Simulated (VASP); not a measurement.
Tc:

```
CELL_PARAMETERS angstrom
0.00000 1.95000 1.95000
1.95000 0.00000 1.95000
1.95000 1.95000 0.00000
ATOMIC_POSITIONS crystal
Tc 0.00000 0.00000 0.00000
```

| Item | Value |
| --- | --- |
| Program | VASP 6.6.1 |
| Task | relaxation of cell and atoms |
| Functional | r2SCAN |
| Potentials or basis | VASP PAW PBE potentials, release 64 (Tc_pv) |
| Cutoff | 600 eV |
| k mesh | 12 × 12 × 12 |
| Occupations | fermi-dirac, width 0.05 eV |
| Spin | no spin polarisation |

At the start: pressure -10.5 GPa; volume 14.83 Å³/atom.

Q: How do energy, volume and symmetry change on relaxing?

A: Over 4 steps the energy falls by 17.5 meV/atom and the volume is 14.32 Å³/atom (-3.5 %); space group Fm-3m (No. 225, to 0.05 Å).

The path:
```csv
step,energy change (eV),largest force (eV/Å),pressure (GPa),volume (Å³)
1,0.0000,0.0000,-10.46,14.83
2,0.1632,0.0000,43.54,12.85
3,-0.0174,0.0000,-0.49,14.33
4,-0.0175,0.0000,-0.08,14.32
```

Final structure:
```cif
data_structure
_symmetry_space_group_name_H-M 'P 1'
_symmetry_Int_Tables_number 1
_cell_length_a 2.7255
_cell_length_b 2.7255
_cell_length_c 2.7255
_cell_angle_alpha 60.000
_cell_angle_beta 60.000
_cell_angle_gamma 60.000
_cell_volume 14.32
loop_
_atom_site_label
_atom_site_type_symbol
_atom_site_fract_x
_atom_site_fract_y
_atom_site_fract_z
_atom_site_occupancy
Tc1 Tc 0.00000 0.00000 0.00000 1
```

Caveat: the PAW data sets were made with another functional, which shifts forces and pressure a little.
